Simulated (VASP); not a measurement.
Wanted: the native input for a VASP 6.6.1 run.

- Task: relaxation of cell and atoms
- Functional: PBE
- Potentials or basis: VASP PAW PBE potentials, release 64 (Ta_pv, Ru_pv)
- Cutoff: 600 eV
- k mesh: 6 × 6 × 6
- Occupations: gaussian, width 0.1 eV
- Spin: no spin polarisation
- Dipole correction: no
- Further INCAR settings: ALGO = Fast; EDIFF = 1e-07; IBRION = 2; EDIFFG = -0.04; NSW = 90; ISIF = 3

The structure of TaRu2 lies in POSCAR:

```
TaRu2
1.0
    0.0000000000      2.7729690800      2.7729690800
    2.7729690800      0.0000000000      2.7729690800
    2.7729690800      2.7729690800      0.0000000000
Ta Ru
1 2
Direct
    0.5000000000      0.5000000000      0.5000000000
    0.7500000000      0.7500000000      0.7500000000
    0.2500000000      0.2500000000      0.2500000000
```

The cell was built from a structure type or drawn by symmetry, and may not be a known phase.

The input as run:

INCAR

```
SYSTEM = TaRu2
PREC = Accurate
ENCUT = 600
EDIFF = 1E-7
ISMEAR = 0
SIGMA = 0.1
LREAL = .False.
LASPH = .True.
NELM = 80
ALGO = Fast
ISIF = 3
LWAVE = .False.
LCHARG = .False.
GGA = PE
IBRION = 2
NSW = 90
EDIFFG = -0.04
```

KPOINTS

```
Automatic mesh
0
Gamma
  6 6 6
  0 0 0
```

Potentials or basis: VASP PAW PBE potentials, release 64 (Ta_pv, Ru_pv).

Launch:

```bash
$ cat potpaw_PBE.64/Ta_pv/POTCAR potpaw_PBE.64/Ru_pv/POTCAR > POTCAR
$ mpirun -np 1 vasp_std > vasp.out
```

Results of the run:

```yaml
Relaxed_volume: 17.84 Å³/atom
Relaxed_cell: a = 4.230 Å, b = 4.230 Å, c = 4.230 Å, α = 60.00°, β = 60.00°, γ = 60.00°
Space_group_after_relaxing_to_0.1_Å: Fm-3m (No. 225)
Pressure_after_relaxing: 0.1 GPa
Band_gap_on_the_k_mesh: zero (an odd number of electrons rules out a gap without spin polarisation)
```

Caveat: the volume moved by over 15 % at a fixed basis, so the end points are rough; spin-orbit coupling is left out, which moves the levels of the heavy elements.

It took 4.1 min on 1 thread of Intel Xeon 8259CL, on a shared host, peak memory 0.2 GiB.
